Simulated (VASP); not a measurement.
# Fe in VASP: a series of runs, part 2 of 2

VASP 6.6.1. The steps go on from the part before.

## 4. Single point, HSE06, collinear spin, ferromagnetic start

This run uses another cell than the first one, of 12.35 Å³/atom.

Contents of POSCAR:

```
Fe
1.0
    0.0000000000      2.0253859465      2.0257001317
    1.5052591219      0.0000000000      2.0257001317
    1.5052591219      2.0253859465      0.0000000000
Fe
1
Direct
    0.0000000000      0.0000000000      0.0000000000
```

Contents of INCAR.step1:

```
SYSTEM = Fe
  ALGO = Normal
  EDIFF = 1E-5
  ENCUT = 520
  GGA = PE
  ISIF = 2
  ISMEAR = -1
  ISPIN = 2
  LASPH = .True.
  LCHARG = .False.
  LMAXMIX = 4
  LORBIT = 11
  LREAL = .False.
  LWAVE = .True.
  MAGMOM = 3
  NBANDS = 14
  NELM = 150
  PREC = Accurate
  SIGMA = 0.05
```

Contents of INCAR.step2:

```
SYSTEM = Fe
  ALGO = Normal
  EDIFF = 1E-6
  ENCUT = 520
  GGA = PE
  HFSCREEN = 0.2079
  ISIF = 2
  ISMEAR = -1
  ISPIN = 2
  ISTART = 1
  LASPH = .True.
  LCHARG = .False.
  LHFCALC = .True.
  LMAXMIX = 4
  LORBIT = 11
  LREAL = .False.
  LWAVE = .False.
  MAGMOM = 3
  NBANDS = 14
  NELM = 150
  PREC = Accurate
  PRECFOCK = Normal
  SIGMA = 0.05
```

Contents of KPOINTS:

```
k-points
0
Gamma
  7 7 7
  0 0 0
```

Potentials or basis: VASP PAW PBE potentials, release 64 (Fe).

Started as:

```
$ cat potpaw_PBE.64/Fe/POTCAR > POTCAR
$ cp INCAR.step1 INCAR
$ mpirun -np 1 vasp_std > vasp.out
$ cp INCAR.step2 INCAR
$ mpirun -np 1 vasp_std > vasp.out
```

OUTCAR:

```text
SYSTEM = Fe
   EDIFF = 1E-6
   ENCUT = 520
   GGA = PE
   HFSCREEN = 0.2079
   ISIF = 2
   ISMEAR = -1
   ISPIN = 2
   ISTART = 1
   LASPH = .True.
   LHFCALC = .True.
   LORBIT = 11
   LREAL = .False.
   NELM = 150
   PREC = Accurate
   PRECFOCK = Normal

 ion  position               nearest neighbor table
   1  0.000  0.000  0.000-

  LATTYP: Found a face centered orthorhombic cell.
 ALAT       =     3.0105182438
 B/A-ratio  =     1.3455397260
 C/A-ratio  =     1.3457484510

  Lattice vectors:

 A1 = (   0.0000000000,   2.0253859465,   2.0257001317)
 A2 = (   1.5052591219,   0.0000000000,   2.0257001317)
 A3 = (   1.5052591219,   2.0253859465,   0.0000000000)

Analysis of symmetry for initial positions (statically):
=====================================================================
 Subroutine PRICEL returns:
 Original cell was already a primitive cell.

 Routine SETGRP: Setting up the symmetry group for a
 face centered orthorhombic supercell.

 Subroutine GETGRP returns: Found  8 space group operations
 (whereof  8 operations were pure point group operations)
[... 616 lines left out ...]
     10      35.0550      0.00000
     11      35.4826      0.00000
     12      37.2317      0.00000
     13      37.6944      0.00000
     14      37.6952      0.00000
[... 379 lines left out ...]
      3       6.4889      0.00000
      4       6.6474      0.00000
      5       7.7612      0.00000
      6       9.2172      0.00000
      7      25.7662      0.00000
      8      26.9376      0.00000
      9      28.6041      0.00000
     10      29.1409      0.00000
     11      34.3824      0.00000
     12      35.2947      0.00000
     13      38.1250      0.00000
     14      42.5377      0.00000

 [... further k-points ...]

------------------------ aborting loop because EDIFF is reached ----------------------------------------

  FORCE on cell =-STRESS in cart. coord.  units (eV):
  Direction    XX          YY          ZZ          XY          YZ          ZX
  --------------------------------------------------------------------------------------
  -------------------------------------------------------------------------------------
  Total        0.0194039      0.0215294      0.0216407      0.0000000      0.0000000      0.0000000
  in kB        2.5169530      2.7926620      2.8070976      0.0000000      0.0000000      0.0000000
  external PRESSURE =       2.7055708 kB  Pullay stress =       0.0000000 kB

 VOLUME and BASIS-vectors are now :
 -----------------------------------------------------------------------------
  energy-cutoff  :      520.00
  volume of cell :       12.35
      direct lattice vectors                 reciprocal lattice vectors
     0.000000000  2.025385947  2.025700132    -0.332168723  0.246866530  0.246828241
     1.505259122  0.000000000  2.025700132     0.332168723 -0.246866530  0.246828241
     1.505259122  2.025385947  0.000000000     0.332168723  0.246866530 -0.246828241

 POSITION                                       TOTAL-FORCE (eV/Angst)
 -----------------------------------------------------------------------------------
      0.00000      0.00000      0.00000        -0.000000      0.000000      0.000000
 -----------------------------------------------------------------------------------
    total drift:                                0.000005     -0.000002      0.000001

  FREE ENERGIE OF THE ION-ELECTRON SYSTEM (eV)
  ---------------------------------------------------
  free  energy   TOTEN  =       -11.5404840403 eV

  energy  without entropy=      -11.5371869822  energy(sigma->0) =      -11.53883551

 total charge

# of ion       s       p       d       tot
------------------------------------------
    1        0.473   0.522   6.131   7.126

 magnetization (x)

# of ion       s       p       d       tot
------------------------------------------
    1       -0.034  -0.144   3.128   2.950
```

OUTCAR.step1:

```text
SYSTEM = Fe
   EDIFF = 1E-5
   ENCUT = 520
   GGA = PE
   ISIF = 2
   ISMEAR = -1
   ISPIN = 2
   LASPH = .True.
[... 1059 lines left out ...]
    total drift:                                0.000000      0.000000      0.000000

  FREE ENERGIE OF THE ION-ELECTRON SYSTEM (eV)
  ---------------------------------------------------
  free  energy   TOTEN  =        -8.2078883369 eV

  energy  without entropy=       -8.2002143479  energy(sigma->0) =       -8.20405134

 total charge

# of ion       s       p       d       tot
------------------------------------------
    1        0.453   0.469   6.186   7.109

 magnetization (x)

# of ion       s       p       d       tot
------------------------------------------
    1       -0.014  -0.048   2.449   2.388
```

Run time: 75 min. Hardware: 1 thread of Intel Xeon Platinum 8488C (Sapphire Rapids), shared host; peak memory 0.26 GiB.

What came out:

| Item | Value |
| --- | --- |
| Free energy | -11.5405 eV |
| Pressure | 0.3 GPa |
| Net moment | 2.87 μB per cell |
| Site moments | Fe +2.95 μB |
| Valence electrons inside the program's atomic spheres | Fe 7.13 |

Levels at points of the mesh, in eV from the Fermi level:
Spin up:
| k point | band 1 | band 2 | band 3 | band 4 | band 5 | band 6 | band 7 | band 8 | band 9 | band 10 |
| --- | --- | --- | --- | --- | --- | --- | --- | --- | --- | --- |
| (0.00, 0.00, 0.00) | -9.29 | -5.22 | -5.22 | -5.13 | -4.18 | -3.94 | 24.50 | 25.44 | 25.45 | 29.46 |
Spin down:
| k point | band 1 | band 2 | band 3 | band 4 | band 5 | band 6 |
| --- | --- | --- | --- | --- | --- | --- |
| (0.00, 0.00, 0.00) | -9.81 | 0.64 | 0.64 | 1.53 | 3.20 | 3.84 |

Caveat: the k points lie up to 0.43 Å⁻¹ apart; the PAW data sets were made with another functional, which shifts forces and pressure a little.

## 5. Summary

```csv
level,cell,k mesh,grid for exact exchange (PRECFOCK),share of exact exchange,screening parameter,gap on the mesh (eV),pressure (GPa),moment (μB)
PBE,"a = 2.828, b = 2.449, c = 2.449 Å, angles 70.5, 54.7, 54.7°, 1 atom",13 × 13 × 13,-,-,-,none,-0.2,2.13
RPBE,"a = 2.860, b = 2.477, c = 2.477 Å, angles 70.5, 54.7, 54.7°, 1 atom",13 × 13 × 13,-,-,-,none,0.4,2.24
HSE06,"a = 2.865, b = 2.524, c = 2.523 Å, angles 69.2, 55.4, 55.4°, 1 atom",7 × 7 × 7,Normal,0.25,0.2079 1/Å,none,0.3,2.87
```

Alike in all rows: task single point; potentials or basis VASP PAW PBE potentials, release 64 (Fe); spin collinear, ferromagnetic start; cutoff (eV) 520; smearing fermi-dirac 0.05 eV.

Caveats: some runs use coarse meshes; the PAW data sets were made with another functional, which shifts forces and pressure a little (at least some runs).

Absolute energies hang on the potentials; compare differences alone.
